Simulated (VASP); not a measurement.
Runs of VASP 6.6.1 on PtSe2. The structure is that of space group P-3m1 (No. 164), or close to it. The cells are those of the table. 

```csv
level,cell,k mesh,smearing,grid for exact exchange (PRECFOCK),screening parameter,gap on the mesh (eV),pressure (GPa),largest force (eV/Å)
r2SCAN,"a = 3.580, b = 3.580, c = 5.816 Å, angles 90.0, 90.0, 120.0°, 3 atoms",12 × 12 × 6,gaussian 0.01 eV,-,-,(b),5.9,0.01
PBE,"a = 3.729, b = 3.729, c = 5.277 Å, angles 90.0, 90.0, 120.0°, 3 atoms",12 × 12 × 6,fermi-dirac 0.02 eV,-,-,none,(c),0.17
r2SCAN,"a = 3.729, b = 3.729, c = 5.304 Å, angles 90.0, 90.0, 120.0°, 3 atoms",12 × 12 × 6,fermi-dirac 0.02 eV,-,-,none,1.3,0.02
HSE06,"a = 3.878, b = 3.878, c = 4.837 Å, angles 90.0, 90.0, 120.0°, 3 atoms",6 × 6 × 4,fermi-dirac 0.02 eV,Normal,0.2079 1/Å,none,-5.2,0.29
PBE,"a = 3.673, b = 3.673, c = 5.198 Å, angles 90.0, 90.0, 120.0°, 3 atoms",12 × 12 × 6,fermi-dirac 0.02 eV,-,-,none,7.2,0.22
r2SCAN,"a = 3.673, b = 3.673, c = 5.198 Å, angles 90.0, 90.0, 120.0°, 3 atoms",12 × 12 × 6,fermi-dirac 0.02 eV,-,-,none,4.9,0.02
r2SCAN,"a = 3.729, b = 3.729, c = 5.277 Å, angles 90.0, 90.0, 120.0°, 3 atoms",12 × 12 × 6,fermi-dirac 0.02 eV,-,-,none,1.4,0.02
r2SCAN,"a = 3.654, b = 3.654, c = 5.172 Å, angles 90.0, 90.0, 120.0°, 3 atoms",12 × 12 × 6,fermi-dirac 0.02 eV,-,-,none,(a),0.02
```

Alike in all rows: task single point; potentials or basis VASP PAW PBE potentials, release 64 (Pt, Se); no spin polarisation; cutoff (eV) 520.

Fill in the values left out.

(a) 6.3; (b) 0.68; (c) 3.8.

Caveats: spin-orbit coupling is left out, which moves the levels of the heavy elements; the PAW data sets were made with another functional, which shifts forces and pressure a little (some runs).

A k mesh can miss the band edges, and the runs leave out spin-orbit coupling on Pt, Se.

A gap of «none» marks levels without a gap at the run's occupations.
